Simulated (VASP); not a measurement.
The system is Al.

```
CELL_PARAMETERS angstrom
-1.62243 1.62243 1.62243
1.62243 -1.62243 1.62243
1.62243 1.62243 -1.62243
ATOMIC_POSITIONS crystal
Al 0.00000 0.00000 0.00000
```

Base run:

```yaml
Program: VASP 6.6.1
Functional: r2SCAN
Potentials_or_basis: VASP PAW PBE potentials, release 64 (Al)
Cutoff: 520 eV
k_mesh: 12 × 12 × 12
Occupations: fermi-dirac, width 0.05 eV
Spin: no spin polarisation
```

Its results: pressure -4.1 GPa.

Question: The run is repeated on the same cell with these changes: functional from r2SCAN to LDA; potentials or basis from VASP PAW PBE potentials, release 64 (Al) to VASP PAW LDA potentials, release 64 (Al). What comes out?

Answer: Pressure -3.4 GPa.

Caveats: the PAW data sets were made with another functional, which shifts forces and pressure a little (some runs).
